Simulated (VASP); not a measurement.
**Ga4P: single point with PBE**

The system is Ga4P.

```
CELL_PARAMETERS angstrom
6.03103 0.00000 0.00000
0.00000 6.03103 0.00000
0.00000 0.00000 5.26853
ATOMIC_POSITIONS crystal
Ga 0.66364 0.83636 0.27701
Ga 0.83636 0.33636 0.27701
Ga 0.16364 0.33636 0.72299
Ga 0.83636 0.66364 0.72299
Ga 0.66364 0.16364 0.72299
Ga 0.33636 0.83636 0.72299
Ga 0.33636 0.16364 0.27701
Ga 0.16364 0.66364 0.27701
P 0.50000 0.50000 0.00000
P 0.00000 0.00000 0.00000
```

```json
{"Program": "VASP 6.6.1", "Task": "single point", "Functional": "PBE", "Potentials or basis": "VASP PAW PBE potentials, release 64 (Ga_d, P)", "Cutoff": "520 eV", "k mesh": "4 × 4 × 4", "Occupations": "gaussian, width 0.1 eV", "Spin": "no spin polarisation"}
```

The pressure is 0.1 GPa. The largest force is 0.018 eV/Å and the band gap on the k mesh is zero (band 57 reaches 6.68 eV, above the bottom of band 58 at 4.80 eV).

Forces on the atoms (eV/Å):
```
Ga  -0.005  0.005  0.016
Ga   0.005  0.005  0.016
Ga  -0.005  0.005 -0.016
Ga   0.005 -0.005 -0.016
Ga  -0.005 -0.005 -0.016
Ga   0.005  0.005 -0.016
Ga   0.005 -0.005  0.016
Ga  -0.005 -0.005  0.016
P    0.000  0.000  0.000
P    0.000  0.000  0.000
```

Stress tensor (GPa, compression positive):
```
 0.19  0.00  0.00
 0.00  0.19  0.00
 0.00  0.00 -0.20
```

Levels at points of the mesh, in eV from the Fermi level:
```tsv
k point	band 55	band 56	band 57	band 58	band 59	band 60
(0.00, 0.00, 0.00)	-1.95	-1.91	-1.34	-0.07	0.30	0.60
(0.50, 0.00, 0.00)	-1.23	-1.23	-0.78	-0.78	0.79	0.79
(0.50, 0.50, 0.00)	-0.51	-0.51	-0.25	-0.25	0.08	0.08
(0.00, 0.00, 0.50)	-1.78	-1.58	-0.79	-0.79	1.53	2.65
(0.50, 0.00, 0.50)	-0.64	-0.64	0.47	0.47	1.48	1.48
(0.50, 0.50, 0.50)	-0.32	-0.32	0.48	0.48	1.18	1.18
```

Run time: 3 min on 1 thread of Intel(R) Xeon(R) Platinum 8375C CPU @ 2.90GHz (Ice Lake), on a shared host, peak memory 0.38 GiB.
